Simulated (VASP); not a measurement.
Crystal: Mg2Si3N3.

```
CELL_PARAMETERS angstrom
5.16362 0.00000 0.00000
-2.58181 4.47183 0.00000
0.00000 0.00000 4.12752
ATOMIC_POSITIONS crystal
Mg 0.00000 0.00000 0.50000
Mg 0.66667 0.33333 0.00000
Si 0.01255 0.50627 0.50000
Si 0.49373 0.50627 0.50000
Si 0.49373 0.98745 0.50000
N 0.65333 0.82667 0.00000
N 0.17333 0.82667 0.00000
N 0.17333 0.34667 0.00000
```

The cell was built from a structure type or drawn by symmetry, and may not be a known phase.

* Program: VASP 6.6.1
* Task: relaxation of cell and atoms
* Functional: PBE
* Potentials or basis: VASP PAW PBE potentials, release 64 (Mg, Si, N)
* Cutoff: 600 eV
* k mesh: 4 × 4 × 4
* Occupations: gaussian, width 0.2 eV
* Spin: no spin polarisation

At the start: pressure 2.6 GPa; volume 11.91 Å³/atom.

**Question.** How do energy, volume and symmetry change on relaxing?

**Answer.** Over 28 steps the energy falls by 1111.1 meV/atom and the volume is 11.85 Å³/atom (-0.5 %); space group P-6m2 (No. 187, to 0.1 Å) before and after.

The path:
| step | energy change (eV) | largest force (eV/Å) | pressure (GPa) | volume (Å³) |
| --- | --- | --- | --- | --- |
| 1 | 0.0000 | 1.3638 | 2.57 | 95.31 |
| 2 | -0.4296 | 1.0987 | 0.37 | 97.95 |
| 3 | -0.9258 | 3.2932 | -2.13 | 105.93 |
| 4 | -0.9997 | 1.2256 | -2.18 | 103.09 |
| 5 | -1.0125 | 1.7468 | -2.27 | 103.88 |
| 6 | -1.0922 | 1.9363 | -2.56 | 104.34 |
| 7 | -1.3296 | 2.5650 | -3.28 | 105.68 |
| 8 | -1.7025 | 4.1979 | -3.89 | 108.26 |
| 9 | -1.5063 | 8.8042 | -2.54 | 112.96 |
| 10 | -1.7369 | 5.7775 | -3.49 | 109.95 |
| 11 | -1.9971 | 5.8082 | -4.21 | 110.65 |
| 12 | -2.7145 | 5.9545 | -6.24 | 112.57 |
| 13 | -3.6007 | 6.7934 | -8.68 | 115.62 |
| 14 | -4.3379 | 5.3751 | -10.50 | 114.87 |
| 15 | -5.9400 | 2.3759 | -14.40 | 112.52 |
| 16 | -6.9145 | 2.1957 | -15.06 | 107.35 |
| 17 | -7.4444 | 2.1582 | -11.94 | 102.98 |
| 18 | -8.2713 | 1.8704 | 1.91 | 91.15 |
| 19 | -8.2811 | 1.7622 | 5.75 | 88.95 |
| 20 | -8.5248 | 1.2815 | 5.54 | 89.33 |
| 21 | -8.7355 | 0.6422 | 6.55 | 90.44 |
| 22 | -8.7637 | 0.2292 | 6.01 | 90.13 |
| 23 | -8.8436 | 0.2646 | 1.68 | 92.87 |
| 24 | -8.8574 | 0.3093 | -0.94 | 94.73 |
| 25 | -8.8734 | 0.2530 | -0.76 | 94.86 |
| 26 | -8.8856 | 0.1476 | -0.41 | 95.07 |
| 27 | -8.8857 | 0.1379 | -0.38 | 95.09 |
| 28 | -8.8885 | 0.0314 | 0.10 | 94.82 |

Final structure:
```cif
data_structure
_symmetry_space_group_name_H-M 'P 1'
_symmetry_Int_Tables_number 1
_cell_length_a 6.3205
_cell_length_b 6.3205
_cell_length_c 2.7407
_cell_angle_alpha 90.000
_cell_angle_beta 90.000
_cell_angle_gamma 120.000
_cell_volume 94.82
loop_
_atom_site_label
_atom_site_type_symbol
_atom_site_fract_x
_atom_site_fract_y
_atom_site_fract_z
_atom_site_occupancy
Mg1 Mg 0.00000 0.00000 0.50000 1
Mg2 Mg 0.66667 0.33333 0.00000 1
Si1 Si 0.07888 0.53944 0.50000 1
Si2 Si 0.46056 0.53944 0.50000 1
Si3 Si 0.46056 0.92112 0.50000 1
N1 N 0.63103 0.81552 0.00000 1
N2 N 0.18448 0.81552 0.00000 1
N3 N 0.18448 0.36897 0.00000 1
```

Caveat: the k points lie up to 0.57 Å⁻¹ apart in the final cell, too coarse for converged energies and pressures of a metal; a cell axis changed by over 15 % at a fixed basis, so the end point is rough.
